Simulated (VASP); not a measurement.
Wanted: the native input for a VASP 6.6.1 run.

```
Task                   : relaxation of the atoms
Functional             : PBE
Potentials or basis    : VASP PAW PBE potentials, release 64 (C, Si)
Cutoff                 : 520 eV
k mesh                 : 9 × 9 × 1
Occupations            : gaussian, width 0.05 eV
Spin                   : no spin polarisation
Dipole correction      : yes
Further INCAR settings : ALGO = Normal; EDIFF = 1e-07; IBRION = 2; EDIFFG = -0.02; NSW = 80
```

The structure of Si6C7 lies in POSCAR:

```
Si6C7
1.0
    3.0969355084      0.0000000000      0.0000000000
    0.0000000000      3.0969355084      0.0000000000
    0.0000000000      0.0000000000     28.1391845935
C Si
7 6
Direct
    0.0000000000      0.5000000000      0.2665322435
    0.5000000000      0.0000000000      0.3443548290
    0.0000000000      0.5000000000      0.4221774145
    0.5000000000      0.0000000000      0.5000000000
    0.0000000000      0.5000000000      0.5778225855
    0.5000000000      0.0000000000      0.6556451710
    0.0000000000      0.5000000000      0.7334677565
    0.5000000000      0.5000000000      0.3054435363
    0.0000000000      0.0000000000      0.3832661218
    0.5000000000      0.5000000000      0.4610887073
    0.0000000000      0.0000000000      0.5389112927
    0.5000000000      0.5000000000      0.6167338782
    0.0000000000      0.0000000000      0.6945564637
```

The input as run:

INCAR

```
SYSTEM = Si6C7
PREC = Accurate
ENCUT = 520
EDIFF = 1E-7
ISMEAR = 0
SIGMA = 0.05
LREAL = .FALSE.
LASPH = .TRUE.
NELM = 80
ALGO = Normal
ISIF = 2
LWAVE = .FALSE.
LCHARG = .FALSE.
LDIPOL = .TRUE.
IDIPOL = 3
DIPOL = 0.5 0.5 0.500
GGA = PE
IBRION = 2
NSW = 80
EDIFFG = -0.02
```

KPOINTS

```
Automatic mesh
0
G
  9 9 1
  0 0 0
```

Potentials or basis: VASP PAW PBE potentials, release 64 (C, Si).

Command:

```bash
$ cat potpaw_PBE.64/C/POTCAR potpaw_PBE.64/Si/POTCAR > POTCAR
$ mpirun -np 1 vasp_std > vasp.out
```

It gave:

```
Energy gained by relaxing    : 27.6 meV/atom
Ionic steps                  : 19
Largest force after relaxing : 0.007 eV/Å
Band gap on the k mesh       : zero (bands 26 and 27 overlap by 0.57 eV)
```

Wall time 25 min on 1 thread of Intel(R) Xeon(R) Platinum 8559C (Emerald Rapids), on a shared host, peak memory 0.4 GiB.
